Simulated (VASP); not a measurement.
NdTl2P3, 6 atoms in the cell. Symmetry: P6/mmm, No. 191, hexagonal system. Conventional cell: a = 4.797 Å, b = 4.797 Å, c = 9.007 Å, α = 90.00°, β = 90.00°, γ = 120.00°. Nd (site symmetry 6/mmm) has 6 P at 2.77 Å within 3.7 Å. Within 3.7 Å of Tl (site symmetry -6m2) lie 3 Tl at 2.77 Å and 3 P at 2.77 Å. Within 3.7 Å of P (site symmetry -6m2) lie 3 P at 2.77 Å and 3 Nd at 2.77 Å. P (site symmetry 6/mmm) has 6 Tl at 2.77 Å within 3.7 Å. The cell was generated, and may not be a known phase.

```yaml
Program: VASP 6.6.1
Task: relaxation of cell and atoms
Functional: PBE
Potentials_or_basis: VASP PAW PBE potentials, release 64 (Nd_3, Tl_d, P), 4f in core
Cutoff: 500 eV
k_mesh: 4 × 4 × 2
Occupations: gaussian, width 0.2 eV
Spin: no spin polarisation
Dipole_correction: no
Further_INCAR_settings: ALGO = Normal; EDIFF = 1e-07; IBRION = 2; EDIFFG = -0.08; NSW = 36; ISIF = 3
```

Potentials or basis: VASP PAW PBE potentials, release 64 (Nd_3, Tl_d, P), 4f in core.

Run with:

```console
$ cat potpaw_PBE.64/Nd_3/POTCAR potpaw_PBE.64/Tl_d/POTCAR potpaw_PBE.64/P/POTCAR > POTCAR
$ mpirun -np 1 vasp_std > vasp.out
```

Hardware: 1 thread of AMD EPYC 9R45 96-Core Processor (Zen 5) (shared host).

Problem. Estimate the wall time of this run.

Solution. Run time: 8.7 min on 1 thread of AMD EPYC 9R45 96-Core Processor (Zen 5) (shared host), peak memory 0.3 GiB. Counts: scf iterations 229, k points 8, ion steps 19.
